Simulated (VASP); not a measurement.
Here is a VASP 6.6.1 calculation.

File INCAR:

```
  PREC = Accurate
  ENCUT = 520
  EDIFF = 1E-6
  ISMEAR = 0
  SIGMA = 0.05
  LREAL = F
  LASPH = T
  NELM = 100
  ALGO = Normal
  ISIF = 2
  LWAVE = F
  LCHARG = F
  GGA = PE
  NBANDS = 16
```

Contents of KPOINTS:

```
regular mesh
0
Gamma
  10 10 10
```

Contents of POSCAR:

```
GaN
1.0
    0.0000000000      2.2535006075      2.1971630923
    2.2535006075      0.0000000000      2.1971630923
    2.2535006075      2.2535006075      0.0000000000
Ga N
1 1
Direct
    0.0000000000      0.0000000000      0.0000000000
    0.7500000000      0.7500000000      0.7500000000
```

Potentials or basis: VASP PAW PBE potentials, release 64 (Ga_d, N).

The run is started by

```console
$ cat potpaw_PBE.64/Ga_d/POTCAR potpaw_PBE.64/N/POTCAR > POTCAR
$ mpirun -np 1 vasp_std > vasp.out
```

Task: Estimate the band gap on the k mesh.

Result: 1.81 eV, direct.

Task: What does it give for the pressure?

Result: 10.2 GPa.

Stress tensor (GPa, compression positive):
```
 9.26  0.00  0.00
 0.00  9.26  0.00
 0.00  0.00 12.06
```

Caveat: the cell differs from its parent crystal (strain -0.0250 x Voigt [0, 0, 1, 0, 0, 0]).
